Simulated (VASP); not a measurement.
The system is KF.

```
CELL_PARAMETERS angstrom
-3.25895 0.00000 0.00000
0.00000 3.25895 3.25895
0.00000 3.25895 -3.25895
ATOMIC_POSITIONS crystal
K 0.97778 0.04800 0.03046
K 0.02222 0.45200 0.46954
F 0.46572 0.46088 0.99241
F 0.53428 0.03912 0.50759
```

| Quantity | Value |
| --- | --- |
| Program | VASP 6.6.1 |
| Task | relaxation of cell and atoms |
| Functional | PBE |
| Potentials or basis | VASP PAW PBE potentials, release 64 (K_sv, F) |
| Cutoff | 600 eV |
| k mesh | 8 × 6 × 6 |
| Occupations | gaussian, width 0.05 eV |
| Spin | no spin polarisation |

At the start: pressure 3.7 GPa; volume 17.31 Å³/atom.

Task: Where does the relaxation end?

Result: Over 18 steps the energy falls by 104.5 meV/atom; space group Pmmn (No. 59, to 0.05 Å).

Step by step:
```
step  energy change (eV)  largest force (eV/Å)  pressure (GPa)  volume (Å³)
   1              0.0000                1.3840            3.73        69.23
   2             -0.2220                0.6757            0.14        73.33
   3             -0.2700                0.3307           -1.76        76.86
   4             -0.3164                0.2882           -1.34        74.80
   5             -0.3869                0.2022            0.68        68.82
   6             -0.4011                0.1416            0.26        69.30
   7             -0.4073                0.0848           -0.12        69.90
   8             -0.4116                0.0560           -0.06        69.68
   9             -0.4136                0.0448            0.03        69.39
  10             -0.4156                0.0400            0.01        69.36
  11             -0.4159                0.0400            0.01        69.34
  12             -0.4168                0.0291           -0.02        69.35
  13             -0.4172                0.0192           -0.03        69.36
  14             -0.4175                0.0102            0.02        69.21
  15             -0.4175                0.0084            0.06        69.13
  16             -0.4177                0.0142            0.00        69.25
  17             -0.4177                0.0166           -0.02        69.28
  18             -0.4179                0.0094            0.00        69.23
```

Final structure:
```xyz
4
Lattice="-3.2603 -0.0032 -0.0031 0.0049 3.2364 3.2359 -0.0007 3.2828 -3.2788" Properties=species:S:1:pos:R:3 pbc="T T T"
K    -3.2029    6.5142   -0.0469
K    -0.0511    3.2613   -0.0206
F    -1.6069    1.6151    1.6142
F    -1.6514    1.6413   -1.6387
```
